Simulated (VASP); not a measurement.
Wanted: the native input for a VASP 6.6.1 run.

* Task: relaxation of cell and atoms
* Functional: PBE
* Potentials or basis: VASP PAW PBE potentials, release 64 (F)
* Cutoff: 600 eV
* k mesh: 14 × 14 × 14
* Occupations: fermi-dirac, width 0.08 eV
* Spin: no spin polarisation
* Target pressure: 23 GPa
* Dipole correction: no
* Further INCAR settings: ALGO = Normal; EDIFF = 1e-06; IBRION = 2; EDIFFG = -0.005; NSW = 32; ISIF = 3

The structure of F lies in POSCAR:

```
F
1.0
    0.0000000000      2.2186118708      2.2186118708
    2.2186118708      0.0000000000      2.2186118708
    2.2186118708      2.2186118708      0.0000000000
F
2
Direct
   -0.1250000000     -0.1250000000     -0.1250000000
    0.1250000000      0.1250000000      0.1250000000
```

The input as run:

INCAR

```
SYSTEM = F
PREC = Accurate
ENCUT = 600
EDIFF = 1E-6
ISMEAR = -1
SIGMA = 0.08
LREAL = .False.
LASPH = .True.
NELM = 60
ALGO = Normal
ISIF = 3
LWAVE = .False.
LCHARG = .False.
GGA = PE
IBRION = 2
NSW = 32
EDIFFG = -0.005
PSTRESS = 230.0
```

KPOINTS

```
Automatic mesh
0
Gamma
  14 14 14
  0 0 0
```

Potentials or basis: VASP PAW PBE potentials, release 64 (F).

Launch:

```console
$ cat potpaw_PBE.64/F/POTCAR > POTCAR
$ mpirun -np 1 vasp_std > vasp.out
```

It gave:

| Property | Result |
| --- | --- |
| Relaxed volume | 10.88 Å³/atom |
| Relaxed cell | a = 3.134 Å, b = 3.134 Å, c = 3.134 Å, α = 60.00°, β = 60.00°, γ = 60.00° |
| Space group after relaxing (to 0.05 Å) | Fd-3m (No. 227) |
| Energy change on relaxing (the enthalpy is what falls) | +5.8 meV/atom |
| Ionic steps | 3 |
| Pressure after relaxing | 23.0 GPa |
| Band gap on the k mesh | zero (band 7 reaches -1.95 eV, above the bottom of band 8 at -3.52 eV) |

Caveat: the cell is relaxed towards a set pressure, so the enthalpy falls and the energy may rise.

Wall time 41 s on 1 thread of AMD EPYC 9R45 96-Core Processor (Zen 5), with other jobs on the host, peak memory 0.13 GiB.
